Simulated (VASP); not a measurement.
# HfC (Fm-3m) in VASP: further runs

The runs below take HfC through single point, relaxation of cell and atoms, with PBE, RPBE+D4+U, r2SCAN.

Program: VASP 6.6.1. These are calculated values, not measurements. Logs are shortened: lines on timing, memory, paths and dates and some standing lists are left out, and cuts for length are marked.

## 1. The cell of the first run

Symmetry: Fm-3m, No. 225, cubic system. Conventional cell: a = 4.650 Å, b = 4.650 Å, c = 4.650 Å, α = 90.00°, β = 90.00°, γ = 90.00°. Within 3.1 Å of Hf (site symmetry m-3m) lie 6 C at 2.33 Å. C (site symmetry m-3m) has 6 Hf at 2.33 Å within 3.1 Å.

## 2. Single point, PBE, non-collinear spin, zero start, spin-orbit coupling

Input file INCAR:

```
PREC = Accurate ; ENCUT = 520
EDIFF = 1E-7 ; ISMEAR = -1
SIGMA = 0.05 ; LREAL = F
LASPH = T ; NELM = 150
ALGO = Normal ; ISIF = 2
LWAVE = F ; LCHARG = T
LNONCOLLINEAR = T ; MAGMOM = 0 0 0 0 0 0
LORBIT = 11 ; LSORBIT = T
GGA_COMPAT = F ; LORBMOM = T
LMAXMIX = 4 ; GGA = PE
LVHAR = T ; NBANDS = 26
```

Input file KPOINTS:

```
regular mesh
0
Gamma
  7 7 7
```

Input file POSCAR:

```
HfC
1.0
    0.0000000000      2.3250000000      2.3250000000
    2.3250000000      0.0000000000      2.3250000000
    2.3250000000      2.3250000000      0.0000000000
Hf C
1 1
Direct
    0.5000000000      0.5000000000      0.5000000000
    0.0000000000      0.0000000000      0.0000000000
```

Potentials or basis: VASP PAW PBE potentials, release 64 (Hf_pv, C).

The run is started by

```
$ cat potpaw_PBE.64/Hf_pv/POTCAR potpaw_PBE.64/C/POTCAR > POTCAR
$ mpirun -np 1 vasp_ncl > vasp.out
```

OUTCAR:

```text
PREC = Accurate
   ENCUT = 520
   EDIFF = 1E-7
   ISMEAR = -1
   LREAL = F
   LASPH = T
   NELM = 150
   ISIF = 2
   LNONCOLLINEAR = T
   LORBIT = 11
   LSORBIT = T
   GGA = PE

 ion  position               nearest neighbor table
   1  0.500  0.500  0.500-   2 2.33   2 2.33   2 2.33   2 2.33   2 2.33   2 2.33
   2  0.000  0.000  0.000-   1 2.33   1 2.33   1 2.33   1 2.33   1 2.33   1 2.33

  LATTYP: Found a face centered cubic cell.
 ALAT       =     4.6500000000

  Lattice vectors:

 A1 = (   0.0000000000,   2.3250000000,   2.3250000000)
 A2 = (   2.3250000000,   0.0000000000,   2.3250000000)
 A3 = (   2.3250000000,   2.3250000000,   0.0000000000)

Analysis of symmetry for initial positions (statically):
=====================================================================
 Subroutine PRICEL returns:
 Original cell was already a primitive cell.

 Routine SETGRP: Setting up the symmetry group for a
 face centered cubic supercell.

 Subroutine GETGRP returns: Found 48 space group operations
 (whereof 48 operations were pure point group operations)
 out of a pool of 48 trial point group operations.

The static configuration has the point symmetry O_h .

Analysis of symmetry for dynamics (positions and initial velocities):
=====================================================================
 Subroutine PRICEL returns:
 Original cell was already a primitive cell.

 Routine SETGRP: Setting up the symmetry group for a
 face centered cubic supercell.

 Subroutine GETGRP returns: Found 48 space group operations
 (whereof 48 operations were pure point group operations)
 out of a pool of 48 trial point group operations.

The dynamic configuration has the point symmetry O_h .

Analysis of structural, dynamic, and magnetic symmetry:
=====================================================================
 Subroutine PRICEL returns:
 Original cell was already a primitive cell.

 Routine SETGRP: Setting up the symmetry group for a
 face centered cubic supercell.

 Subroutine GETGRP returns: Found 48 space group operations
 (whereof 48 operations were pure point group operations)
 out of a pool of 48 trial point group operations.

The overall configuration has the point symmetry O_h .

 Subroutine INISYM returns: Found 48 space group operations
 (whereof 48 operations are pure point group operations),
 and found     1 'primitive' translations

----------------------------------------------------------------------------------------

                                     Primitive cell

  volume of cell :      25.1362

  direct lattice vectors                    reciprocal lattice vectors
     0.000000000  2.325000000  2.325000000    -0.215053763  0.215053763  0.215053763
     2.325000000  0.000000000  2.325000000     0.215053763 -0.215053763  0.215053763
     2.325000000  2.325000000  0.000000000     0.215053763  0.215053763 -0.215053763

  length of vectors
     3.288046533  3.288046533  3.288046533     0.372484045  0.372484045  0.372484045

  position of ions in fractional coordinates (direct lattice)
     0.500000000  0.500000000  0.500000000
     0.000000000  0.000000000  0.000000000

  ion indices of the primitive-cell ions
   primitive index   ion index
                 1           1
                 2           2

----------------------------------------------------------------------------------------

 KPOINTS: regular mesh

Automatic generation of k-mesh.
 Grid dimensions read from file:
 generate k-points for:    7    7    7

 Generating k-lattice:

  Cartesian coordinates                     Fractional coordinates (reciprocal lattice)
    -0.030721966  0.030721966  0.030721966     0.142857143  0.000000000  0.000000000
     0.030721966 -0.030721966  0.030721966     0.000000000  0.142857143  0.000000000
     0.030721966  0.030721966 -0.030721966     0.000000000  0.000000000  0.142857143

  Length of vectors
     0.053212006  0.053212006  0.053212006

  Shift w.r.t. Gamma in fractional coordinates (k-lattice)
     0.000000000  0.000000000  0.000000000

 Subroutine IBZKPT returns following result:
 ===========================================

 Found     20 irreducible k-points:

 Following reciprocal coordinates:
            Coordinates               Weight
  0.000000  0.000000  0.000000      1.000000
  0.142857  0.000000  0.000000      8.000000
  0.285714  0.000000  0.000000      8.000000
  0.428571  0.000000  0.000000      8.000000
  0.142857  0.142857  0.000000      6.000000
  0.285714  0.142857  0.000000     24.000000
[... 34 lines left out ...]
   EDIFFG = 0.1E-05   stopping-criterion for IOM
   NSW    =      0    number of steps for IOM
   IBRION =     -1    ionic relax: 0-MD 1-quasi-New 2-CG
   NFREE  =      0    steps in history (QN), initial steepest desc. (CG)
   ISIF   =      2    stress and relaxation
   ISYM   =      2    0-nonsym 1-usesym 2-fastsym
   POTIM  = 0.5000    time-step for ionic-motion
   TEBEG  =    0.0;   TEEND  =   0.0 temperature during run
   PSTRESS=    0.0 pullay stress
   NELECT =      14.0000    total number of electrons
   NUPDOWN=      -1.0000    fix difference up-down
   EMIN   =  10.00;   EMAX   =-10.00  energy-range for DOS
   EFERMI =   0.00;   METHOD = LEGACY
   ISMEAR =    -1;   SIGMA  =   0.05  broadening in eV -4-tet -1-fermi 0-gaus
   EFERMI_NEDOS =   21; number of points for ismear=-14 and -15
   IALGO  =     38    algorithm
   IMIX   =      4    mixing-type and parameters
     AMIX     =   0.40;   BMIX     =  1.00
     AMIX_MAG =   1.60;   BMIX_MAG =  1.00
  volume/ion in A,a.u.               =      12.57        84.81
  Fermi-wavevector in a.u.,A,eV,Ry     =   1.346949  2.545365 24.684672  1.814272
  Thomas-Fermi vector in A             =   2.474740
   LORBIT       =     11    0 simple, 1 ext, 2 COOP (PROOUT), +10 PAW based schemes
   GGA     = PE    functional components
   LHFCALC =     F    Hartree Fock is set to
   AEXX    =    0.0000 exact exchange contribution
   IVDW    =     0    specifies the selected vdW correction
   LEPSILON=     F    determine dielectric tensor
   LRPA    =     F    only Hartree local field effects (RPA)
  energy-cutoff  :      520.00
  volume of cell :       25.14
 maximum number of plane-waves:      1376
   NGX = 13   NGY = 13   NGZ = 13

 number of electron      14.0000001 magnetization       0.0000000      0.0000000      0.0000000

 number of electron      14.0000000 magnetization      -0.0000000     -0.0000000      0.0000000

 number of electron      14.0000000 magnetization       0.0000000      0.0000000     -0.0000000

 Free energy of the ion-electron system (eV)
  ---------------------------------------------------
  ext. energy  EPLUGINS =         0.00000000
  ---------------------------------------------------
  free energy    TOTEN  =       -21.69637806 eV

  energy without entropy =      -21.69393441  energy(sigma->0) =      -21.69515623

 E-fermi :   5.8952     XC(G=0): -12.2873

 val. band max:        5.7310728975   @ k =   0.1429   0.1429   0.0000
 cond. band min:       5.9162002339   @ k =   0.1429   0.1429   0.0000
 fundamental gap:      0.1851273363
 Fermi energy:         5.8951651455

 k-point     1 :       0.0000    0.0000    0.0000
  band No.  band energies     occupation
      1     -28.4469      1.00000
      2     -28.4469      1.00000
      3     -21.3941      1.00000
      4     -21.3941      1.00000
      5     -21.3941      1.00000
      6     -21.3941      1.00000
[... 569 lines left out ...]
     25      18.7066      0.00000
     26      18.7066      0.00000

------------------------ aborting loop because EDIFF is reached ----------------------------------------

  FORCE on cell =-STRESS in cart. coord.  units (eV):
  Direction    XX          YY          ZZ          XY          YZ          ZX
  --------------------------------------------------------------------------------------
  -------------------------------------------------------------------------------------
  Total       -0.0883790     -0.0883790     -0.0883790     -0.0000000     -0.0000000     -0.0000000
  in kB       -5.6332720     -5.6332720     -5.6332720     -0.0000000     -0.0000000     -0.0000000
  external PRESSURE =      -5.6332720 kB  Pullay stress =       0.0000000 kB

 VOLUME and BASIS-vectors are now :
 -----------------------------------------------------------------------------
  energy-cutoff  :      520.00
  volume of cell :       25.14
      direct lattice vectors                 reciprocal lattice vectors
     0.000000000  2.325000000  2.325000000    -0.215053763  0.215053763  0.215053763
     2.325000000  0.000000000  2.325000000     0.215053763 -0.215053763  0.215053763
     2.325000000  2.325000000  0.000000000     0.215053763  0.215053763 -0.215053763

 POSITION                                       TOTAL-FORCE (eV/Angst)
 -----------------------------------------------------------------------------------
      2.32500      2.32500      2.32500        -0.000000     -0.000000     -0.000000
      0.00000      0.00000      0.00000         0.000000      0.000000      0.000000
 -----------------------------------------------------------------------------------
    total drift:                               -0.000000     -0.000000     -0.000000

  FREE ENERGIE OF THE ION-ELECTRON SYSTEM (eV)
  ---------------------------------------------------
  free  energy   TOTEN  =       -21.6963780602 eV

  energy  without entropy=      -21.6939344054  energy(sigma->0) =      -21.69515623

 orbital moment (x)

 # of ion     p       d       tot
 ----------------------------------------
  1         0.000  -0.000  -0.000
  2        -0.000   0.000  -0.000
 ----------------------------------------
           -0.000  -0.000  -0.000

 orbital moment (y)

 # of ion     p       d       tot
 ----------------------------------------
  1         0.000   0.000   0.000
  2         0.000   0.000   0.000
 ----------------------------------------
            0.000   0.000   0.000

 orbital moment (z)

 # of ion     p       d       tot
 ----------------------------------------
  1         0.000   0.000   0.000
  2         0.000   0.000   0.000
 ----------------------------------------
            0.000   0.000   0.000

 Spin-Orbit-Coupling matrix elements

 Ion:    1  E_soc:     -1.2989504
 l=   1
     0.0000000    -0.2098794    -0.2098794
    -0.2098794     0.0000000    -0.2098794
    -0.2098794    -0.2098794     0.0000000
 l=   2
     0.0000000    -0.0013119     0.0000000    -0.0013119    -0.0053004
    -0.0013119     0.0000000    -0.0039753    -0.0013119    -0.0013251
     0.0000000    -0.0039753     0.0000000    -0.0039753     0.0000000
    -0.0013119    -0.0013119    -0.0039753     0.0000000    -0.0013251
    -0.0053004    -0.0013251     0.0000000    -0.0013251     0.0000000
 l=   3
     0.0000000     0.0000000     0.0000000     0.0000000     0.0000000     0.0000000     0.0000000
     0.0000000     0.0000000     0.0000000     0.0000000     0.0000000     0.0000000     0.0000000
     0.0000000     0.0000000     0.0000000     0.0000000     0.0000000     0.0000000     0.0000000
     0.0000000     0.0000000     0.0000000     0.0000000     0.0000000     0.0000000     0.0000000
     0.0000000     0.0000000     0.0000000     0.0000000     0.0000000     0.0000000     0.0000000
     0.0000000     0.0000000     0.0000000     0.0000000     0.0000000     0.0000000     0.0000000
     0.0000000     0.0000000     0.0000000     0.0000000     0.0000000     0.0000000     0.0000000

 Ion:    2  E_soc:     -0.0003614
 l=   1
     0.0000000    -0.0000602    -0.0000602
    -0.0000602     0.0000000    -0.0000602
    -0.0000602    -0.0000602     0.0000000
 l=   2
     0.0000000     0.0000000     0.0000000     0.0000000     0.0000000
     0.0000000     0.0000000     0.0000000     0.0000000     0.0000000
     0.0000000     0.0000000     0.0000000     0.0000000     0.0000000
     0.0000000     0.0000000     0.0000000     0.0000000     0.0000000
     0.0000000     0.0000000     0.0000000     0.0000000     0.0000000
 l=   3
     0.0000000     0.0000000     0.0000000     0.0000000     0.0000000     0.0000000     0.0000000
     0.0000000     0.0000000     0.0000000     0.0000000     0.0000000     0.0000000     0.0000000
     0.0000000     0.0000000     0.0000000     0.0000000     0.0000000     0.0000000     0.0000000
     0.0000000     0.0000000     0.0000000     0.0000000     0.0000000     0.0000000     0.0000000
     0.0000000     0.0000000     0.0000000     0.0000000     0.0000000     0.0000000     0.0000000
     0.0000000     0.0000000     0.0000000     0.0000000     0.0000000     0.0000000     0.0000000
     0.0000000     0.0000000     0.0000000     0.0000000     0.0000000     0.0000000     0.0000000

 total charge

# of ion       s       p       d       tot
------------------------------------------
    1        0.310   6.671   1.668   8.649
    2        0.873   1.513   0.000   2.386
--------------------------------------------------
tot          1.183   8.184   1.668  11.035

 magnetization (x)

# of ion       s       p       d       tot
------------------------------------------
    1        0.000  -0.000   0.000  -0.000
    2        0.000   0.000   0.000   0.000
--------------------------------------------------
tot          0.000  -0.000   0.000  -0.000

 magnetization (y)

# of ion       s       p       d       tot
------------------------------------------
    1        0.000  -0.000   0.000  -0.000
    2       -0.000   0.000   0.000  -0.000
--------------------------------------------------
tot         -0.000  -0.000   0.000  -0.000

 magnetization (z)

# of ion       s       p       d       tot
------------------------------------------
    1        0.000  -0.000   0.000  -0.000
    2        0.000   0.000   0.000   0.000
--------------------------------------------------
tot          0.000  -0.000   0.000  -0.000
```

Run time: 50 s. Hardware: 1 thread of Intel Xeon 8259CL, shared host; peak memory 0.21 GiB.

What came out:

```yaml
Free_energy: -21.6964 eV
Pressure: -0.6 GPa
Net_moment: 0.00 μB per cell
Valence_electrons_inside_the_program's_atomic_spheres: Hf 8.65; C 2.39
```

Moments on the atoms (μB; x, y, z):
```
Hf  0.00 0.00 0.00
C   0.00 0.00 0.00
```

(Continued in part 2 of 3.)
